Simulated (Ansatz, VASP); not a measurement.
## Two plane-wave programs on HCl

INCAR

```
  PREC = Accurate
  ENCUT = 520
  EDIFF = 1E-7
  ISMEAR = 0
  SIGMA = 0.15
  LREAL = False
  LASPH = True
  NELM = 80
  ALGO = Normal
  ISIF = 2
  LWAVE = False
  LCHARG = False
  GGA = PS
  NBANDS = 11
```

KPOINTS

```
Automatic mesh
0
Gamma
  16 16 16
```

POSCAR

```
HCl
1.0
   -0.8655107041      2.3801544363      2.3801544363
    2.3801544363     -0.8655107041      2.3801544363
    2.3801544363      2.3801544363     -0.8655107041
H Cl
1 1
Direct
    0.0000000000      0.0000000000      0.0000000000
    0.5000000000      0.5000000000      0.5000000000
```

Input for Ansatz:

```yaml
crystal:
  lattice:
    - [-0.8655107041, 2.3801544363, 2.3801544363]
    - [2.3801544363, -0.8655107041, 2.3801544363]
    - [2.3801544363, 2.3801544363, -0.8655107041]
  atoms:
    - { symbol: H, position: [0.0, 0.0, 0.0] }
    - { symbol: Cl, position: [0.5, 0.5, 0.5] }
basis:
  ecutwfc: 420
kpoints:
  mp_grid: { grid: [16, 16, 16] }
hamiltonian:
  xc: pbesol
scf:
  occupations: { method: gaussian, width: 0.15 }
output:
  forces: true
  stress: true
  eigenvalues: true
```

Alike in both runs: task single point; functional PBEsol; k mesh 16 × 16 × 16; occupations gaussian, width 0.15 eV; no spin polarisation.

|  | VASP | Ansatz |
| --- | --- | --- |
| version | VASP 6.6.1 | Ansatz 0.2.0 |
| potentials or method | VASP PAW PBE potentials, release 64 (H, Cl), cutoff 520 eV | scalar-relativistic, plane waves, PAW |
| valence electrons in the cell | 8 | 8 |

|  | VASP | Ansatz | Ansatz less VASP |
| --- | --- | --- | --- |
| gap on the k mesh at the Fermi level (eV) | none | none | - |
| pressure (GPa) | -8.4 | -8.3 | +0.05 |
| traceless stress, the component that is largest in VASP (GPa) | 3.00 | 3.00 | 0.000 |

VASP's potentials were made for PBE, not for PBEsol. A gap of «none» marks a metal or a gap that the smearing closes.
